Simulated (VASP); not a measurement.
# Na (Fm-3m) in VASP: notebook

The runs below take Na through single point, relaxation of cell and atoms, with PBE.

All numbers are computed with VASP 6.6.1; they aren't measurements. Logs are shortened: lines on timing, memory, paths and dates and some standing lists are left out, and cuts for length are marked.

### 1 The cell of the first run

It takes space group Fm-3m (No. 225, cubic). Conventional cell: a = 5.288 Å, b = 5.288 Å, c = 5.288 Å, α = 90.00°, β = 90.00°, γ = 90.00°. Within 4.9 Å of Na (site symmetry m-3m) lie 12 Na at 3.74 Å.

### 2 Single point, PBE

Input file INCAR:

```
PREC = Accurate
ENCUT = 520
EDIFF = 1E-6
ISMEAR = -1
SIGMA = 0.1
LREAL = F
LASPH = T
NELM = 60
ALGO = Normal
ISIF = 2
LWAVE = F
LCHARG = F
GGA = PE
NBANDS = 10
```

Input file KPOINTS:

```
regular mesh
0
Gamma
  13 13 13
```

Input file POSCAR:

```
Na
1.0
    0.0000000000      2.6440235555      2.6440235555
    2.6440235555      0.0000000000      2.6440235555
    2.6440235555      2.6440235555      0.0000000000
Na
1
Direct
    0.0000000000      0.0000000000      0.0000000000
```

Potentials or basis: VASP PAW PBE potentials, release 64 (Na_pv).

On the command line:

```sh
cat potpaw_PBE.64/Na_pv/POTCAR > POTCAR
mpirun -np 1 vasp_std > vasp.out
```

OUTCAR:

```text
PREC = Accurate
   ENCUT = 520
   EDIFF = 1E-6
   ISMEAR = -1
   LREAL = F
   LASPH = T
   NELM = 60
   ISIF = 2
   GGA = PE

 ion  position               nearest neighbor table
   1  0.000  0.000  0.000-

  LATTYP: Found a face centered cubic cell.
 ALAT       =     5.2880471110

  Lattice vectors:

 A1 = (   0.0000000000,   2.6440235555,   2.6440235555)
 A2 = (   2.6440235555,   0.0000000000,   2.6440235555)
 A3 = (   2.6440235555,   2.6440235555,   0.0000000000)

Analysis of symmetry for initial positions (statically):
=====================================================================
 Subroutine PRICEL returns:
 Original cell was already a primitive cell.

 Routine SETGRP: Setting up the symmetry group for a
 face centered cubic supercell.

 Subroutine GETGRP returns: Found 48 space group operations
 (whereof 48 operations were pure point group operations)
 out of a pool of 48 trial point group operations.

The static configuration has the point symmetry O_h .

Analysis of symmetry for dynamics (positions and initial velocities):
=====================================================================
 Subroutine PRICEL returns:
 Original cell was already a primitive cell.

 Routine SETGRP: Setting up the symmetry group for a
 face centered cubic supercell.

 Subroutine GETGRP returns: Found 48 space group operations
 (whereof 48 operations were pure point group operations)
 out of a pool of 48 trial point group operations.

The dynamic configuration has the point symmetry O_h .

 Subroutine INISYM returns: Found 48 space group operations
 (whereof 48 operations are pure point group operations),
 and found     1 'primitive' translations

----------------------------------------------------------------------------------------

                                     Primitive cell

  volume of cell :      36.9680

  direct lattice vectors                    reciprocal lattice vectors
     0.000000000  2.644023556  2.644023556    -0.189105728  0.189105728  0.189105728
     2.644023556  0.000000000  2.644023556     0.189105728 -0.189105728  0.189105728
     2.644023556  2.644023556  0.000000000     0.189105728  0.189105728 -0.189105728

  length of vectors
     3.739213971  3.739213971  3.739213971     0.327540729  0.327540729  0.327540729

  position of ions in fractional coordinates (direct lattice)
     0.000000000  0.000000000  0.000000000

  ion indices of the primitive-cell ions
   primitive index   ion index
                 1           1

----------------------------------------------------------------------------------------

 KPOINTS: regular mesh

Automatic generation of k-mesh.
 Grid dimensions read from file:
 generate k-points for:   13   13   13

 Generating k-lattice:

  Cartesian coordinates                     Fractional coordinates (reciprocal lattice)
    -0.014546594  0.014546594  0.014546594     0.076923077  0.000000000  0.000000000
     0.014546594 -0.014546594  0.014546594     0.000000000  0.076923077  0.000000000
     0.014546594  0.014546594 -0.014546594     0.000000000  0.000000000  0.076923077

  Length of vectors
     0.025195441  0.025195441  0.025195441

  Shift w.r.t. Gamma in fractional coordinates (k-lattice)
     0.000000000  0.000000000  0.000000000

 Subroutine IBZKPT returns following result:
 ===========================================

 Found     84 irreducible k-points:

 Following reciprocal coordinates:
            Coordinates               Weight
  0.000000  0.000000  0.000000      1.000000
  0.076923  0.000000  0.000000      8.000000
  0.153846  0.000000  0.000000      8.000000
  0.230769  0.000000  0.000000      8.000000
  0.307692  0.000000  0.000000      8.000000
  0.384615  0.000000  0.000000      8.000000
[... 16 lines left out ...]
  0.384615  0.153846  0.000000     24.000000
  0.461538  0.153846  0.000000     24.000000
 [... further k-points ...]
   k-points           NKPTS =     84   k-points in BZ     NKDIM =     84   number of bands    NBANDS=     10
   number of dos      NEDOS =    301   number of ions     NIONS =      1
   total plane-waves  NPLWV =  21952
   dimension x,y,z NGX =    28 NGY =   28 NGZ =   28
   dimension x,y,z NGXF=    56 NGYF=   56 NGZF=   56
   ions per type =               1
   NGX,Y,Z   is equivalent  to a cutoff of  12.45, 12.45, 12.45 a.u.
   NGXF,Y,Z  is equivalent  to a cutoff of  24.90, 24.90, 24.90 a.u.
 SYSTEM =  unknown system
   PREC   = accura    normal or accurate (medium, high low for compatibility)
   ISTART =      0    job   : 0-new  1-cont  2-samecut
   ICHARG =      2    charge: 1-file 2-atom 10-const
   ISPIN  =      1    spin polarized calculation?
   LNONCOLLINEAR =      F non collinear calculations
   LSORBIT =      F    spin-orbit coupling
   LASPH  =      T    aspherical Exc in radial PAW
   ENCUT  =  520.0 eV  38.22 Ry    6.18 a.u.   6.95  6.95  6.95*2*pi/ulx,y,z
   NELM   =     60;   NELMIN=  2; NELMDL= -5     # of ELM steps
   EDIFF  = 0.1E-05   stopping-criterion for ELM
   LREAL  =      F    real-space projection
[... 7 lines left out ...]
   TEBEG  =    0.0;   TEEND  =   0.0 temperature during run
   PSTRESS=    0.0 pullay stress
   NELECT =       7.0000    total number of electrons
   NUPDOWN=      -1.0000    fix difference up-down
   EMIN   =  10.00;   EMAX   =-10.00  energy-range for DOS
   EFERMI =   0.00;   METHOD = LEGACY
   ISMEAR =    -1;   SIGMA  =   0.10  broadening in eV -4-tet -1-fermi 0-gaus
   EFERMI_NEDOS =   21; number of points for ismear=-14 and -15
   IALGO  =     38    algorithm
   IMIX   =      4    mixing-type and parameters
     AMIX     =   0.40;   BMIX     =  1.00
     AMIX_MAG =   1.60;   BMIX_MAG =  1.00
  volume/ion in A,a.u.               =      36.97       249.47
  Fermi-wavevector in a.u.,A,eV,Ry     =   0.940082  1.776497 12.024194  0.883753
  Thomas-Fermi vector in A             =   2.067458
   LORBIT       =      0    0 simple, 1 ext, 2 COOP (PROOUT), +10 PAW based schemes
   GGA     = PE    functional components
   LHFCALC =     F    Hartree Fock is set to
   AEXX    =    0.0000 exact exchange contribution
   IVDW    =     0    specifies the selected vdW correction
   LEPSILON=     F    determine dielectric tensor
   LRPA    =     F    only Hartree local field effects (RPA)
 non-spin polarized calculation
  energy-cutoff  :      520.00
  volume of cell :       36.97
 maximum number of plane-waves:      1010
   NGX = 13   NGY = 13   NGZ = 13

 number of electron       6.9999995 magnetization

 Free energy of the ion-electron system (eV)
  ---------------------------------------------------
  ext. energy  EPLUGINS =         0.00000000
  ---------------------------------------------------
  free energy    TOTEN  =        -1.31810396 eV

  energy without entropy =       -1.30062328  energy(sigma->0) =       -1.30936362

 E-fermi :   0.3450     XC(G=0):  -6.5092

 val. band max:        0.2469694562   @ k =   0.3846   0.3846   0.0000
 cond. band min:       0.3672930658   @ k =  -0.3077   0.2308   0.0769
 fundamental gap:      0.1203236096
 Fermi energy:         0.3450297928

 k-point     1 :       0.0000    0.0000    0.0000
  band No.  band energies     occupation
      1     -24.5585      2.00000
      2     -24.5585      2.00000
      3     -24.5585      2.00000
      4      -2.9482      2.00000
      5      11.4474      0.00000
      6      11.4474      0.00000
      7      11.4474      0.00000
      8      12.5480      0.00000
      9      13.0294      0.00000
     10      13.0294      0.00000

 k-point     2 :       0.0769    0.0000    0.0000
  band No.  band energies     occupation
      1     -24.5605      2.00000
      2     -24.5587      2.00000
      3     -24.5587      2.00000
      4      -2.8494      2.00000
      5       9.9936      0.00000
      6      11.2465      0.00000
      7      11.2465      0.00000
      8      12.6011      0.00000
      9      13.3845      0.00000
     10      13.3845      0.00000

 k-point     3 :       0.1538    0.0000    0.0000
  band No.  band energies     occupation
      1     -24.5661      2.00000
      2     -24.5595      2.00000
      3     -24.5595      2.00000
      4      -2.5543      2.00000
      5       8.1047      0.00000
      6      10.9075      0.00000
      7      10.9076      0.00000
      8      12.2125      0.00000
      9      14.0330      0.00000
     10      14.0330      0.00000

 k-point     4 :       0.2308    0.0000    0.0000
  band No.  band energies     occupation
      1     -24.5740      2.00000
      2     -24.5606      2.00000
      3     -24.5606      2.00000
      4      -2.0661      2.00000
      5       6.2981      0.00000
      6      10.6384      0.00000
      7      10.6384      0.00000
      8      11.8697      0.00000
      9      13.3289      0.00000
     10      13.3289      0.00000

 k-point     5 :       0.3077    0.0000    0.0000
  band No.  band energies     occupation
      1     -24.5824      2.00000
      2     -24.5618      2.00000
      3     -24.5618      2.00000
      4      -1.3903      2.00000
      5       4.6242      0.00000
      6      10.4859      0.00000
      7      10.4859      0.00000
      8      11.6560      0.00000
      9      12.5441      0.00000
     10      12.5441      0.00000

 k-point     6 :       0.3846    0.0000    0.0000
  band No.  band energies     occupation
      1     -24.5894      2.00000
      2     -24.5628      2.00000
      3     -24.5628      2.00000
      4      -0.5346      1.99970
      5       3.1014      0.00000
      6      10.4467      0.00000
      7      10.4467      0.00000
      8      11.5704      0.00000
      9      11.9457      0.00000
     10      11.9457      0.00000

 k-point     7 :       0.4615    0.0000    0.0000
  band No.  band energies     occupation
      1     -24.5933      2.00000
      2     -24.5633      2.00000
      3     -24.5633      2.00000
      4       0.4797      0.41270
      5       1.7536      0.00000
      6      10.4735      0.00000
      7      10.4735      0.00000
      8      11.5629      0.00000
      9      11.5980      0.00000
     10      11.5980      0.00000

 k-point     8 :       0.0769    0.0769    0.0000
  band No.  band energies     occupation
      1     -24.5604      2.00000
      2     -24.5592      2.00000
      3     -24.5592      2.00000
      4      -2.8166      2.00000
      5      10.3847      0.00000
      6      10.6847      0.00000
      7      10.6847      0.00000
      8      12.3667      0.00000
      9      13.8663      0.00000
     10      14.0278      0.00000

 k-point     9 :       0.1538    0.0769    0.0000
  band No.  band energies     occupation
      1     -24.5646      2.00000
      2     -24.5601      2.00000
      3     -24.5597      2.00000
      4      -2.5870      2.00000
      5       8.7567      0.00000
      6      10.2122      0.00000
      7      10.6236      0.00000
      8      12.2888      0.00000
      9      13.5681      0.00000
     10      13.6890      0.00000
[... 118 lines left out ...]
 k-point    19 :      -0.0769    0.0769    0.0000
  band No.  band energies     occupation
      1     -24.5633      2.00000
      2     -24.5600      2.00000
      3     -24.5589      2.00000
      4      -2.6853      2.00000
      5       9.1513      0.00000
      6       9.9284      0.00000
      7      11.6986      0.00000
      8      13.0345      0.00000
      9      13.1167      0.00000
     10      13.5212      0.00000

 k-point    20 :       0.1538    0.1538    0.0000
  band No.  band energies     occupation
      1     -24.5659      2.00000
      2     -24.5613      2.00000
      3     -24.5612      2.00000
      4      -2.4236      2.00000
      5       9.1583      0.00000
      6       9.6598      0.00000
      7       9.6598      0.00000
      8      10.9028      0.00000
      9      12.5822      0.00000
     10      15.7670      0.00000

 k-point    21 :       0.2308    0.1538    0.0000
  band No.  band energies     occupation
      1     -24.5710      2.00000
      2     -24.5626      2.00000
      3     -24.5623      2.00000
      4      -2.0661      2.00000
      5       7.6963      0.00000
      6       9.2614      0.00000
      7       9.5006      0.00000
      8      10.4745      0.00000
      9      12.1887      0.00000
     10      15.6087      0.00000

 k-point    22 :       0.3077    0.1538    0.0000
  band No.  band energies     occupation
      1     -24.5779      2.00000
      2     -24.5639      2.00000
      3     -24.5637      2.00000
      4      -1.5183      2.00000
      5       5.9986      0.00000
      6       9.0104      0.00000
      7       9.0205      0.00000
      8      10.1657      0.00000
      9      12.8607      0.00000
     10      15.2670      0.00000

 k-point    23 :       0.3846    0.1538    0.0000
  band No.  band energies     occupation
      1     -24.5845      2.00000
      2     -24.5654      2.00000
      3     -24.5648      2.00000
      4      -0.7863      1.99998
      5       4.4003      0.00000
      6       8.4461      0.00000
      7       8.9387      0.00000
      8       9.9286      0.00000
      9      14.0635      0.00000
     10      14.4892      0.00000

 k-point    24 :       0.4615    0.1538    0.0000
  band No.  band energies     occupation
      1     -24.5892      2.00000
      2     -24.5671      2.00000
      3     -24.5652      2.00000
      4       0.1202      1.80899
      5       2.9470      0.00000
      6       7.9173      0.00000
      7       9.0174      0.00000
      8       9.9270      0.00000
      9      13.8631      0.00000
     10      14.7179      0.00000

 [... further k-points ...]
[... 5 lines left out ...]
  --------------------------------------------------------------------------------------
  -------------------------------------------------------------------------------------
  Total        0.0008988      0.0008988      0.0008988      0.0000000      0.0000000     -0.0000000
  in kB        0.0389544      0.0389544      0.0389544      0.0000000      0.0000000     -0.0000000
  external PRESSURE =       0.0389544 kB  Pullay stress =       0.0000000 kB

 VOLUME and BASIS-vectors are now :
 -----------------------------------------------------------------------------
  energy-cutoff  :      520.00
  volume of cell :       36.97
      direct lattice vectors                 reciprocal lattice vectors
     0.000000000  2.644023556  2.644023556    -0.189105728  0.189105728  0.189105728
     2.644023556  0.000000000  2.644023556     0.189105728 -0.189105728  0.189105728
     2.644023556  2.644023556  0.000000000     0.189105728  0.189105728 -0.189105728

 POSITION                                       TOTAL-FORCE (eV/Angst)
 -----------------------------------------------------------------------------------
      0.00000      0.00000      0.00000         0.000000     -0.000000     -0.000000
 -----------------------------------------------------------------------------------
    total drift:                               -0.000000     -0.000000     -0.000000

  FREE ENERGIE OF THE ION-ELECTRON SYSTEM (eV)
  ---------------------------------------------------
  free  energy   TOTEN  =        -1.3181039559 eV

  energy  without entropy=       -1.3006232798  energy(sigma->0) =       -1.30936362
```

Wall time 20 s (1 thread of AMD EPYC 9R45 (Zen 5), shared host); peak memory 0.13 GiB.

Results:

```
Free energy : -1.3181 eV
Pressure    : 0.0 GPa
```

### 3 Single point, PBE (volume scaled by 1.018, to set the pressure)

Input file INCAR:

```
PREC = Accurate ; ENCUT = 520
EDIFF = 1E-6 ; ISMEAR = -1
SIGMA = 0.1 ; LREAL = False
LASPH = True ; NELM = 60
ALGO = Normal ; ISIF = 2
LWAVE = False ; LCHARG = False
GGA = PE ; NBANDS = 10
```

Input file KPOINTS:

```
Automatic mesh
0
Gamma
  13 13 13
```

Input file POSCAR:

```
Na
1.0
    0.0000000000      2.6597934526      2.6597934526
    2.6597934526      0.0000000000      2.6597934526
    2.6597934526      2.6597934526      0.0000000000
Na
1
Direct
    0.0000000000      0.0000000000      0.0000000000
```

Potentials or basis: VASP PAW PBE potentials, release 64 (Na_pv).

On the command line:

```sh
cat potpaw_PBE.64/Na_pv/POTCAR > POTCAR
mpirun -np 1 vasp_std > vasp.out
```

It took 19 s on 1 thread of AMD EPYC 9R45 (Zen 5), shared host; peak memory 0.12 GiB.

The run converged. Its results:

| Quantity | Value |
| --- | --- |
| Free energy | -1.3180 eV |
| Pressure | -0.1 GPa |

Levels at points of the mesh, in eV from the Fermi level:
| k point | band 1 | band 2 | band 3 | band 4 | band 5 | band 6 | band 7 | band 8 | band 9 |
| --- | --- | --- | --- | --- | --- | --- | --- | --- | --- |
| (0.00, 0.00, 0.00) | -24.92 | -24.92 | -24.92 | -3.26 | 11.00 | 11.00 | 11.00 | 12.08 | 12.52 |

Caveat: the cell differs from its parent crystal (volume scaled by 1.018, to set the pressure).

[end of part 1 of 2]
